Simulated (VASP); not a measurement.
Input of a VASP 6.6.1 run:

File INCAR:

```
PREC = Accurate
ENCUT = 520
EDIFF = 1E-7
ISMEAR = 0
SIGMA = 0.1
LREAL = False
LASPH = True
NELM = 150
ALGO = Fast
ISIF = 2
LWAVE = False
LCHARG = True
ISPIN = 2
MAGMOM = 0 0 0 0 1
LORBIT = 11
LMAXMIX = 4
GGA = PE
LELF = True
LVHAR = True
NBANDS = 22
```

Contents of KPOINTS:

```
regular mesh
0
Gamma
  6 6 2
```

File POSCAR:

```
Al4Ir
1.0
    2.9068361384      0.0000000000      0.0000000000
    0.0000000000      2.9068361384      0.0000000000
    0.0000000000      0.0000000000      9.7306219183
Al Ir
4 1
Direct
    0.0000000000      0.0000000000      0.1645616136
    0.0000000000      0.0000000000      0.8354383864
    0.5000000000      0.5000000000      0.3641025247
    0.5000000000      0.5000000000      0.6358974753
    0.5000000000      0.5000000000      0.0000000000
```

Potentials or basis: VASP PAW PBE potentials, release 64 (Al, Ir).

Launch:

```console
$ cat potpaw_PBE.64/Al/POTCAR potpaw_PBE.64/Ir/POTCAR > POTCAR
$ mpirun -np 1 vasp_std > vasp.out
```

(1) What does it give for the net moment?

(2) What does it give for the largest force?

## Answers

(1) 0.00 μB per cell.

(2) 0.100 eV/Å.

Caveat: the k points lie up to 0.36 Å⁻¹ apart.
